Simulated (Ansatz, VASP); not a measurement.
# MgSe5 in VASP and in Ansatz

```xyz
6
Lattice="6.0456 0.0000 0.0000 -3.0228 5.2356 0.0000 0.0000 0.0000 4.5058" Properties=species:S:1:pos:R:3 pbc="T T T"
Mg    0.0000    0.0000    0.0000
Se    3.0228    0.0000    2.2529
Se    1.5114    2.6178    2.2529
Se   -1.5114    2.6178    2.2529
Se    0.0000    3.4904    0.0000
Se    3.0228    1.7452    0.0000
```

Change from the starting cell: species swapped into the GdRh5 type (P6/mmm, No. 191).

Alike in both runs: functional PBE; k mesh 3 × 3 × 4; occupations gaussian, width 0.1 eV; no spin polarisation.

Ansatz relaxed the structure, and its values are those at the end. VASP's run is a single point on that final structure, the one shown.

|  | VASP | Ansatz |
| --- | --- | --- |
| version | VASP 6.6.1 | Ansatz 0.2.0 |
| potentials or method | VASP PAW PBE potentials, release 64 (Mg, Se), cutoff 520 eV | scalar-relativistic, plane waves, PAW |
| valence electrons in the cell | 32 | 90 |

```tsv
	VASP	Ansatz	Ansatz less VASP
gap on the k mesh at the Fermi level (eV)	none	none	-
pressure (GPa)	0.1	0.1	0.00
```

A gap of «none» marks a metal or a gap that the smearing closes. The functional is the same, so the differences come from potentials, cutoffs and numerics. VASP's potentials hold 32 valence electrons a cell and Ansatz's 90, so a difference there can come from the potentials and not from the codes.

The k mesh is coarse, so the values compare programs but aren't converged.
